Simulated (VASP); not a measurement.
# WS2 (P6_3/mmc) in VASP: notebook

WS2 is run at these levels: r2SCAN; tasks: single point.

Program: VASP 6.6.1. These are calculated values, not measurements. Logs are shortened: lines on timing, memory, paths and dates and some standing lists are left out, and cuts for length are marked.

**1. The cell of the first run**

Symmetry: P6_3/mmc, No. 194, hexagonal system. The conventional cell has a = 3.182 Å, b = 3.182 Å, c = 13.063 Å, α = 90.00°, β = 90.00°, γ = 120.00°. Within 3.2 Å of W (site symmetry -6m2) lie 6 S at 2.41 Å and 6 W at 3.18 Å. S (site symmetry 3m) has 3 W at 2.41 Å and 7 S at 3.12 to 3.18 Å within 3.2 Å.

**2. Single point, r2SCAN**

Input file POSCAR:

```
WS2
1.0
    3.1822015405      0.0000000000      0.0000000000
   -1.5911007703      2.7558673740      0.0000000000
    0.0000000000      0.0000000000     13.0629547400
W S
2 4
Direct
    0.3333333333      0.6666666667      0.2500000000
    0.6666666667      0.3333333333      0.7500000000
    0.3333333333      0.6666666667      0.6305972764
    0.6666666667      0.3333333333      0.1305972764
    0.3333333333      0.6666666667      0.8694027236
    0.6666666667      0.3333333333      0.3694027236
```

Input file INCAR.step1:

```
  PREC = Accurate
  ENCUT = 550
  ISMEAR = -1
  SIGMA = 0.02
  LREAL = False
  LASPH = True
  NELM = 120
  NBANDS = 35
  GGA = PE
  ALGO = Normal
  EDIFF = 1E-5
  LWAVE = True
  LCHARG = False
  GGA_COMPAT = False
```

Input file INCAR.step2:

```
  PREC = Accurate
  ENCUT = 550
  EDIFF = 1E-6
  ISMEAR = -1
  SIGMA = 0.02
  LREAL = False
  LASPH = True
  NELM = 120
  ALGO = Normal
  ISIF = 2
  LWAVE = False
  LCHARG = False
  METAGGA = R2SCAN
  LMIXTAU = True
  NBANDS = 35
  ISTART = 1
  GGA_COMPAT = False
```

Input file KPOINTS:

```
Automatic mesh
0
Gamma
  12 12 2
```

Potentials or basis: VASP PAW PBE potentials, release 64 (W_sv, S).

The run is started by

```sh
cat potpaw_PBE.64/W_sv/POTCAR potpaw_PBE.64/S/POTCAR > POTCAR
cp INCAR.step1 INCAR
mpirun -np 1 vasp_std > vasp.out
cp INCAR.step2 INCAR
mpirun -np 1 vasp_std > vasp.out
```

OUTCAR:

```text
PREC = Accurate
   ENCUT = 550
   EDIFF = 1E-6
   ISMEAR = -1
   LREAL = False
   LASPH = True
   NELM = 120
   ISIF = 2
   METAGGA = R2SCAN
   ISTART = 1

 ion  position               nearest neighbor table
   1  0.333  0.667  0.250-   4 2.41   6 2.41   4 2.41   6 2.41   4 2.41   6 2.41
   2  0.667  0.333  0.750-   3 2.41   5 2.41   3 2.41   5 2.41   3 2.41   5 2.41
   3  0.333  0.667  0.631-   2 2.41   2 2.41   2 2.41
   4  0.667  0.333  0.131-   1 2.41   1 2.41   1 2.41
   5  0.333  0.667  0.869-   2 2.41   2 2.41   2 2.41
   6  0.667  0.333  0.369-   1 2.41   1 2.41   1 2.41

  LATTYP: Found a hexagonal cell.
 ALAT       =     3.1822015405
 C/A-ratio  =     4.1050054730

  Lattice vectors:

 A1 = (   3.1822015405,   0.0000000000,   0.0000000000)
 A2 = (  -1.5911007703,   2.7558673740,   0.0000000000)
 A3 = (   0.0000000000,   0.0000000000,  13.0629547400)

Analysis of symmetry for initial positions (statically):
=====================================================================
 Subroutine PRICEL returns:
 Original cell was already a primitive cell.

 Routine SETGRP: Setting up the symmetry group for a
 hexagonal supercell.

 Subroutine GETGRP returns: Found 24 space group operations
 (whereof 12 operations were pure point group operations)
 out of a pool of 24 trial point group operations.

The static configuration has the point symmetry D_3d.
 The point group associated with its full space group is D_6h.

Analysis of symmetry for dynamics (positions and initial velocities):
=====================================================================
 Subroutine PRICEL returns:
 Original cell was already a primitive cell.

 Routine SETGRP: Setting up the symmetry group for a
 hexagonal supercell.

 Subroutine GETGRP returns: Found 24 space group operations
 (whereof 12 operations were pure point group operations)
 out of a pool of 24 trial point group operations.

The dynamic configuration has the point symmetry D_3d.
 The point group associated with its full space group is D_6h.

 Subroutine INISYM returns: Found 24 space group operations
 (whereof 12 operations are pure point group operations),
 and found     1 'primitive' translations

----------------------------------------------------------------------------------------

                                     Primitive cell

  volume of cell :     114.5585

  direct lattice vectors                    reciprocal lattice vectors
     3.182201540  0.000000000  0.000000000     0.314247852  0.181431082  0.000000000
    -1.591100770  2.755867374  0.000000000     0.000000000  0.362862164  0.000000000
[... 98 lines left out ...]
   NFREE  =      0    steps in history (QN), initial steepest desc. (CG)
   ISIF   =      2    stress and relaxation
   ISYM   =      2    0-nonsym 1-usesym 2-fastsym
   POTIM  = 0.5000    time-step for ionic-motion
   TEBEG  =    0.0;   TEEND  =   0.0 temperature during run
   PSTRESS=    0.0 pullay stress
   NELECT =      52.0000    total number of electrons
   NUPDOWN=      -1.0000    fix difference up-down
   EMIN   =  10.00;   EMAX   =-10.00  energy-range for DOS
   EFERMI =   0.00;   METHOD = LEGACY
   ISMEAR =    -1;   SIGMA  =   0.02  broadening in eV -4-tet -1-fermi 0-gaus
   EFERMI_NEDOS =   21; number of points for ismear=-14 and -15
   IALGO  =     38    algorithm
   IMIX   =      4    mixing-type and parameters
     AMIX     =   0.40;   BMIX     =  1.00
     AMIX_MAG =   1.60;   BMIX_MAG =  1.00
  volume/ion in A,a.u.               =      19.09       128.85
  Fermi-wavevector in a.u.,A,eV,Ry     =   1.258153  2.377565 21.537330  1.582949
  Thomas-Fermi vector in A             =   2.391777
   LORBIT       =      0    0 simple, 1 ext, 2 COOP (PROOUT), +10 PAW based schemes
   METAGGA = R2SCAN    functional components
   LHFCALC =     F    Hartree Fock is set to
   AEXX    =    0.0000 exact exchange contribution
   IVDW    =     0    specifies the selected vdW correction
   LEPSILON=     F    determine dielectric tensor
   LRPA    =     F    only Hartree local field effects (RPA)
 non-spin polarized calculation
  energy-cutoff  :      550.00
  volume of cell :      114.56
 maximum number of plane-waves:      3392
   NGX = 13   NGY = 13   NGZ = 49

 number of electron      52.0000006 magnetization

 Free energy of the ion-electron system (eV)
  ---------------------------------------------------
  ext. energy  EPLUGINS =         0.00000000
  ---------------------------------------------------
  free energy    TOTEN  =      -140.16705710 eV

  energy without entropy =     -140.16705710  energy(sigma->0) =     -140.16705710

 E-fermi :   6.7038     XC(G=0): -11.1317

 val. band max:        6.3053667403   @ k =   0.0000   0.0000   0.0000
 cond. band min:       7.6833321104   @ k =   0.1667   0.1667   0.0000
 fundamental gap:      1.3779653700
 Fermi energy:         6.7038409780

 k-point     1 :       0.0000    0.0000    0.0000
  band No.  band energies     occupation
      1     -70.1831      2.00000
      2     -70.1831      2.00000
      3     -33.7704      2.00000
      4     -33.7704      2.00000
      5     -33.6169      2.00000
      6     -33.6169      2.00000
[... 901 lines left out ...]
     34      10.5062      0.00000
     35      12.9013      0.00000

 [... further k-points ...]

------------------------ aborting loop because EDIFF is reached ----------------------------------------

  FORCE on cell =-STRESS in cart. coord.  units (eV):
  Direction    XX          YY          ZZ          XY          YZ          ZX
  --------------------------------------------------------------------------------------
  -------------------------------------------------------------------------------------
  Total        0.0943488      0.0943488      0.0370410     -0.0000000      0.0000000     -0.0000000
  in kB        1.3195310      1.3195310      0.5180434     -0.0000000      0.0000000     -0.0000000
  external PRESSURE =       1.0523685 kB  Pullay stress =       0.0000000 kB

 VOLUME and BASIS-vectors are now :
 -----------------------------------------------------------------------------
  energy-cutoff  :      550.00
  volume of cell :      114.56
      direct lattice vectors                 reciprocal lattice vectors
     3.182201540  0.000000000  0.000000000     0.314247852  0.181431082  0.000000000
    -1.591100770  2.755867374  0.000000000     0.000000000  0.362862164  0.000000000
     0.000000000  0.000000000 13.062954740     0.000000000  0.000000000  0.076552359

 POSITION                                       TOTAL-FORCE (eV/Angst)
 -----------------------------------------------------------------------------------
     -0.00000      1.83724      3.26574        -0.000000      0.000000     -0.000000
      1.59110      0.91862      9.79722         0.000000     -0.000000     -0.000000
     -0.00000      1.83724      8.23746         0.000000     -0.000000     -0.010945
      1.59110      0.91862      1.70599        -0.000000     -0.000000     -0.010945
     -0.00000      1.83724     11.35697         0.000000     -0.000000      0.010945
      1.59110      0.91862      4.82549        -0.000000      0.000000      0.010945
 -----------------------------------------------------------------------------------
    total drift:                               -0.000000      0.000000     -0.000000

  FREE ENERGIE OF THE ION-ELECTRON SYSTEM (eV)
  ---------------------------------------------------
  free  energy   TOTEN  =      -140.1670571005 eV

  energy  without entropy=     -140.1670571005  energy(sigma->0) =     -140.16705710
```

OUTCAR.step1:

```text
PREC = Accurate
   ENCUT = 550
   ISMEAR = -1
   LREAL = False
   LASPH = True
   NELM = 120
[... 1149 lines left out ...]
      1.59110      0.91862      1.70599        -0.000000      0.000000     -0.228386
     -0.00000      1.83724     11.35697         0.000000     -0.000000      0.228386
      1.59110      0.91862      4.82549        -0.000000      0.000000      0.228386
 -----------------------------------------------------------------------------------
    total drift:                               -0.000000      0.000000     -0.000000

  FREE ENERGIE OF THE ION-ELECTRON SYSTEM (eV)
  ---------------------------------------------------
  free  energy   TOTEN  =       -47.3287652390 eV

  energy  without entropy=      -47.3287652390  energy(sigma->0) =      -47.32876524
```

OSZICAR.step1:

```text
N       E                     dE             d eps       ncg     rms          rms(c)
DAV:   1     0.521758070476E+03    0.52176E+03   -0.29377E+04  2932   0.153E+03
DAV:   2    -0.162434865402E+02   -0.53800E+03   -0.51928E+03  3148   0.411E+02
DAV:   3    -0.492607446743E+02   -0.33017E+02   -0.32456E+02  3314   0.963E+01
DAV:   4    -0.500768331266E+02   -0.81609E+00   -0.81294E+00  3249   0.158E+01
DAV:   5    -0.500949344727E+02   -0.18101E-01   -0.18093E-01  3231   0.250E+00    0.375E+01
DAV:   6    -0.476861433246E+02    0.24088E+01   -0.85666E+00  3015   0.195E+01    0.161E+01
DAV:   7    -0.474563101950E+02    0.22983E+00   -0.24518E+00  2961   0.824E+00    0.667E+00
DAV:   8    -0.473287689479E+02    0.12754E+00   -0.36487E-01  3045   0.415E+00    0.197E+00
DAV:   9    -0.473309357115E+02   -0.21668E-02   -0.44418E-02  3264   0.110E+00    0.108E+00
DAV:  10    -0.473291911174E+02    0.17446E-02   -0.22663E-02  3146   0.950E-01    0.347E-01
DAV:  11    -0.473287194274E+02    0.47169E-03   -0.37891E-03  2869   0.362E-01    0.161E-01
DAV:  12    -0.473287210525E+02   -0.16251E-05   -0.17544E-04  2825   0.702E-02    0.538E-02
DAV:  13    -0.473287614847E+02   -0.40432E-04   -0.33414E-05  2603   0.342E-02    0.493E-02
DAV:  14    -0.473287652390E+02   -0.37543E-05   -0.17174E-05  2181   0.262E-02
   1 F= -.47328765E+02 E0= -.47328765E+02  d E =-.113211E-11
```

Run time: 13 min. Hardware: 1 thread of Intel Xeon 8259CL, shared host; peak memory 0.33 GiB.

Results:

```
Free energy            : -140.1671 eV
Pressure               : 0.1 GPa
Largest force          : 0.011 eV/Å
Band gap on the k mesh : 1.38 eV (least direct gap 1.88 eV)
```

Forces in eV/Å, atoms in the order of the input:
```
W    0.000  0.000  0.000
W    0.000  0.000  0.000
S    0.000  0.000 -0.011
S    0.000  0.000 -0.011
S    0.000  0.000  0.011
S    0.000  0.000  0.011
```

Caveat: the PAW data sets were made with another functional, which shifts forces and pressure a little; spin-orbit coupling is left out, which moves the levels of the heavy elements. A k mesh can miss the band edges.

[end of part 1 of 2]
